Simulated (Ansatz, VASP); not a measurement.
B in VASP and in Ansatz

```
CELL_PARAMETERS angstrom
2.34611 0.00000 0.00000
0.00000 2.34611 0.00000
0.00000 0.00000 1.58579
ATOMIC_POSITIONS crystal
B 0.50000 0.50000 0.50000
```

Alike in both runs: task single point; functional HF; k mesh 6 × 6 × 8; occupations fermi-dirac, width 0.05 eV; no spin polarisation.

|  | VASP | Ansatz |
| --- | --- | --- |
| version | VASP 6.6.1 | Ansatz 0.2.0 |
| potentials or method | VASP PAW PBE potentials, release 64 (B) | Ansatz PAW |
| plane-wave cutoff (eV) | 520 | 420 |
| valence electrons in the cell | 3 | 3 |

VASP gave:

* gap on the k mesh at the Fermi level (eV): none
* pressure (GPa): 5.6
* traceless stress, the component that is largest in VASP (GPa): -17.61

**Question.** Estimate Ansatz's values.

**Answer.** gap on the k mesh at the Fermi level (eV): none; pressure (GPa): 6.3; traceless stress, the component that is largest in VASP (GPa): -17.79.

VASP's potentials were made for PBE, not for HF. A gap of «none» marks a metal or a gap that the smearing closes. The functional is the same, so the differences come from potentials, cutoffs and numerics.

The k mesh is coarse, so the values compare programs but aren't converged.
